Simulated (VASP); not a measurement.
Wanted: the native input for a VASP 6.6.1 run.

```yaml
Task: single point
Functional: PBE
Potentials_or_basis: VASP PAW PBE potentials, release 64 (C)
Cutoff: 520 eV
k_mesh: 12 × 12 × 2
Occupations: gaussian, width 0.05 eV
Spin: no spin polarisation
Dipole_correction: no
Further_INCAR_settings: ALGO = Normal; EDIFF = 1e-06; NBANDS = 36
```

The structure of C lies in POSCAR:

```
C
1.0
    2.4323000000      0.0000000000      0.0000000000
   -1.2161500000      2.1064335896      0.0000000000
    0.0000000000      0.0000000000     12.5845000000
C
12
Direct
    0.0000000000      0.0000000000      0.1868593266
    0.0000000000      0.0000000000      0.6868593266
    0.0000000000      0.0000000000      0.3131406734
    0.0000000000      0.0000000000      0.8131406734
    0.3333333333      0.6666666667      0.5207665411
    0.6666666667      0.3333333333      0.0207665411
    0.3333333333      0.6666666667      0.9792334589
    0.6666666667      0.3333333333      0.4792334589
    0.3333333333      0.6666666667      0.6450950823
    0.6666666667      0.3333333333      0.1450950823
    0.3333333333      0.6666666667      0.8549049177
    0.6666666667      0.3333333333      0.3549049177
```

The input as run:

INCAR

```
PREC = Accurate ; ENCUT = 520
EDIFF = 1E-6 ; ISMEAR = 0
SIGMA = 0.05 ; LREAL = F
LASPH = T ; NELM = 80
ALGO = Normal ; ISIF = 2
LWAVE = F ; LCHARG = F
GGA = PE ; NBANDS = 36
```

KPOINTS

```
Automatic mesh
0
Gamma
  12 12 2
```

Potentials or basis: VASP PAW PBE potentials, release 64 (C).

Run with:

```bash
$ cat potpaw_PBE.64/C/POTCAR > POTCAR
$ mpirun -np 1 vasp_std > vasp.out
```

It gave:

The pressure is 30.7 GPa and the largest force is 0.229 eV/Å. The band gap on the k mesh is 4.41 eV.

Caveat: the cell stands under pressure.

Run time: 71 s on 1 thread of Intel(R) Xeon(R) Platinum 8259CL CPU @ 2.50GHz (Skylake/Cascade Lake) (shared host), peak memory 0.2 GiB.
